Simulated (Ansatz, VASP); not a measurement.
# One calculation of Ta, two programs

INCAR

```
  ALGO = Fast
  EDIFF = 1E-7
  ENCUT = 520
  GGA = PE
  ISIF = 2
  ISMEAR = 0
  LASPH = True
  LCHARG = True
  LELF = True
  LREAL = False
  LVHAR = True
  LWAVE = False
  NBANDS = 12
  NELM = 100
  PREC = Accurate
  SIGMA = 0.15
```

The input KPOINTS:

```
k-points
0
Gamma
  18 18 18
```

The input POSCAR:

```
Ta
1.0
   -1.7963909633      1.6594835689      1.4727916674
    1.7963909633     -1.6594835689      1.4727916674
    1.7963909633      1.6594835689     -1.4727916674
Ta
1
Direct
    0.0000000000      0.0000000000      0.0000000000
```

Input for Ansatz:

```yaml
crystal:
  lattice:
    - [-1.7963909633, 1.6594835689, 1.4727916674]
    - [1.7963909633, -1.6594835689, 1.4727916674]
    - [1.7963909633, 1.6594835689, -1.4727916674]
  atoms:
    - { symbol: Ta, position: [0.0, 0.0, 0.0] }
basis:
  ecutwfc: 420
kpoints:
  mp_grid: { grid: [18, 18, 18] }
hamiltonian:
  xc: pbe
  pseudopotentials: { kind: paw, azcp: { folder: soft_1 } }
scf:
  occupations: { method: gaussian, width: 0.15 }
output:
  forces: true
  stress: true
  eigenvalues: true
```

Change from the starting cell: normal strain along x +0.0825, normal strain along z -0.1125.

Alike in both runs: task single point; functional PBE; k mesh 18 × 18 × 18; occupations gaussian, width 0.15 eV; no spin polarisation.

|  | VASP | Ansatz |
| --- | --- | --- |
| version | VASP 6.6.1 | Ansatz 0.2.0 |
| potentials or method | VASP PAW PBE potentials, release 64 (Ta_pv), cutoff 520 eV | scalar-relativistic, plane waves, PAW |
| valence electrons in the cell | 11 | 13 |

VASP gave:

| Property | Result |
| --- | --- |
| gap on the k mesh at the Fermi level (eV) | none |
| pressure (GPa) | 11.5 |
| traceless stress, the component that is largest in VASP (GPa) | 9.04 |

Question: Which values does Ansatz return?

Answer: gap on the k mesh at the Fermi level (eV): none; pressure (GPa): 11.4; traceless stress, the component that is largest in VASP (GPa): 9.03.

A gap of «none» marks a metal or a gap that the smearing closes. The functional is the same, so the differences come from potentials, cutoffs and numerics. VASP's potentials hold 11 valence electrons a cell and Ansatz's 13, so a difference there can come from the potentials and not from the codes.

Spin-orbit coupling is off throughout.
